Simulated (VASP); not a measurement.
Write the native input for VASP 6.6.1 that does the following.

```yaml
Task: single point
Functional: PBEsol
Potentials_or_basis: VASP PAW PBE potentials, release 64 (Mg, O)
Cutoff: 520 eV
k_mesh: 10 × 10 × 10
Occupations: gaussian, width 0.02 eV
Spin: no spin polarisation
Dipole_correction: no
Further_INCAR_settings: ALGO = Normal; EDIFF = 1e-07; NBANDS = 11
```

The structure of MgO lies in POSCAR:

```
MgO
1.0
    0.0000000000      2.0858438773      2.0858438773
    2.0858438773      0.0000000000      2.0858438773
    2.0858438773      2.0858438773      0.0000000000
Mg O
1 1
Direct
    0.0000000000      0.0000000000      0.0000000000
    0.5000000000      0.5000000000      0.5000000000
```

This cell differs from its parent crystal: volume scaled by 0.97.

The input as run:

INCAR

```
PREC = Accurate
ENCUT = 520
EDIFF = 1E-7
ISMEAR = 0
SIGMA = 0.02
LREAL = False
LASPH = True
NELM = 60
ALGO = Normal
ISIF = 2
LWAVE = False
LCHARG = False
GGA = PS
NBANDS = 11
```

KPOINTS

```
Automatic mesh
0
Gamma
  10 10 10
```

Potentials or basis: VASP PAW PBE potentials, release 64 (Mg, O).

Launch:

```console
$ cat potpaw_PBE.64/Mg/POTCAR potpaw_PBE.64/O/POTCAR > POTCAR
$ mpirun -np 1 vasp_std > vasp.out
```

Results of the run:

```
Pressure               : 4.6 GPa
Band gap on the k mesh : 4.92 eV, direct
```

Caveat: the PAW data sets were made with another functional, which shifts forces and pressure a little.

Wall time 7.5 s on 1 thread of AMD EPYC 7R13 Processor (Zen 3), on a shared host, peak memory 0.11 GiB.
